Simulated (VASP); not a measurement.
Set up this calculation in VASP 6.6.1, as the native input.

```yaml
Task: single point
Functional: PBE
Potentials_or_basis: VASP PAW PBE potentials, release 64 (Li_sv)
Cutoff: 520 eV
k_mesh: 6 × 6 × 1
Occupations: gaussian, width 0.1 eV
Spin: no spin polarisation
Dipole_correction: yes
Further_INCAR_settings: ALGO = Normal; EDIFF = 1e-07; NBANDS = 10
```

The structure of Li lies in POSCAR:

```
Li
1.0
    3.5000000000      0.0000000000      0.0000000000
    0.0000000000      3.5000000000      0.0000000000
    0.0000000000      0.0000000000     16.0000000000
Li
2
Direct
    0.0000000000      0.5000000000      0.4453125000
    0.5000000000      0.0000000000      0.5546875000
```

One way to write it, as run:

INCAR

```
SYSTEM = Li
PREC = Accurate
ENCUT = 520
EDIFF = 1E-7
ISMEAR = 0
SIGMA = 0.1
LREAL = .FALSE.
LASPH = .TRUE.
NELM = 100
ALGO = Normal
ISIF = 2
LWAVE = .FALSE.
LCHARG = .FALSE.
LDIPOL = .TRUE.
IDIPOL = 3
DIPOL = 0.5 0.5 0.500
GGA = PE
NBANDS = 10
```

KPOINTS

```
regular mesh
0
G
  6 6 1
  0 0 0
```

Potentials or basis: VASP PAW PBE potentials, release 64 (Li_sv).

The run is started by

```console
$ cat potpaw_PBE.64/Li_sv/POTCAR > POTCAR
$ mpirun -np 1 vasp_std > vasp.out
```

It gave:

| Quantity | Value |
| --- | --- |
| Largest force | 0.067 eV/Å |
| Band gap on the k mesh | zero (bands 3 and 4 overlap by 1.74 eV) |

It took 31 s on 1 thread of Intel(R) Xeon(R) Platinum 8259CL CPU @ 2.50GHz (Skylake/Cascade Lake), on a shared host, peak memory 0.27 GiB.
